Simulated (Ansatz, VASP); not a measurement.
**Two plane-wave programs on HfN**

```
Hf N
1.0
     3.15040    0.00000    0.00000
    -1.57520    2.72832    0.00000
     0.00000    0.00000    5.69139
Hf N
2 2
Direct
  0.00000 0.00000 0.00000
  0.00000 0.00000 0.50000
  0.33333 0.66667 0.25000
  0.66667 0.33333 0.75000
```

Alike in both runs: functional PBE; k mesh 12 × 12 × 9; occupations gaussian, width 0.1 eV; no spin polarisation.

Ansatz relaxed the structure, and its values are those at the end. VASP's run is a single point on that final structure, the one shown.

```csv
,VASP,Ansatz
version,VASP 6.6.1,Ansatz 0.2.0
potentials or method,"VASP PAW PBE potentials, release 64 (Hf_pv, N), cutoff 600 eV","scalar-relativistic, plane waves, PAW"
valence electrons in the cell,30,62
```

Ansatz gave:

* gap on the k mesh at the Fermi level (eV): none
* pressure (GPa): 0.0

Problem. Estimate VASP's values.

Solution. gap on the k mesh at the Fermi level (eV): none; pressure (GPa): -2.1.

A gap of «none» marks a metal or a gap that the smearing closes. VASP's potentials hold 30 valence electrons a cell and Ansatz's 62, so a difference there can come from the potentials and not from the codes.

Spin-orbit coupling is off throughout.
